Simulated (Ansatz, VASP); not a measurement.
Ge: VASP beside Ansatz

File INCAR:

```
ALGO = Normal
EDIFF = 1E-7
ENCUT = 520
GGA = PE
ISIF = 2
ISMEAR = 0
LASPH = T
LCHARG = F
LREAL = F
LWAVE = F
NBANDS = 21
NELM = 100
PREC = Accurate
SIGMA = 0.15
```

KPOINTS

```
k-points
0
Gamma
  14 14 14
```

POSCAR

```
Ge
1.0
    0.0035359625      2.8287700000      2.8287700000
    2.8287700000      0.0035359625      2.8287700000
    2.8323059625      2.8323059625      0.0000000000
Ge
2
Direct
    0.5000000000      0.5000000000      0.5000000000
    0.7500000000      0.7500000000      0.7500000000
```

Input for Ansatz:

```yaml
crystal:
  lattice:
    - [0.0035359625, 2.82877, 2.82877]
    - [2.82877, 0.0035359625, 2.82877]
    - [2.8323059625, 2.8323059625, 0.0]
  atoms:
    - { symbol: Ge, position: [0.5, 0.5, 0.5] }
    - { symbol: Ge, position: [0.75, 0.75, 0.75] }
basis:
  ecutwfc: 420
kpoints:
  mp_grid: { grid: [14, 14, 14] }
hamiltonian:
  xc: pbe
scf:
  occupations: { method: gaussian, width: 0.15 }
output:
  forces: true
  stress: true
  eigenvalues: true
```

Change from the starting cell: strain +0.0025 x Voigt [0, 0, 0, 0, 0, 1], atoms carried along.

Alike in both runs: task single point; functional PBE; k mesh 14 × 14 × 14; occupations gaussian, width 0.15 eV; no spin polarisation.

|  | VASP | Ansatz |
| --- | --- | --- |
| version | VASP 6.6.1 | Ansatz 0.2.0 |
| potentials or method | VASP PAW PBE potentials, release 64 (Ge_d), cutoff 520 eV | scalar-relativistic, plane waves, PAW |
| valence electrons in the cell | 28 | 28 |

Ansatz gave:

| Quantity | Value |
| --- | --- |
| gap on the k mesh at the Fermi level (eV) | none |
| pressure (GPa) | 3.7 |
| traceless stress, the component that is largest in VASP (GPa) | -0.22 |
| rms of the force components (eV/Å) | 0.013 |

Task: Which values does VASP return?

Result: gap on the k mesh at the Fermi level (eV): none; pressure (GPa): 3.6; traceless stress, the component that is largest in VASP (GPa): -0.22; rms of the force components (eV/Å): 0.013.

Atom by atom the forces differ by 0.000 eV/Å (rms over components). A gap of «none» marks a metal or a gap that the smearing closes. With one functional, cell and mesh, what is left measures potentials, basis and numerics.
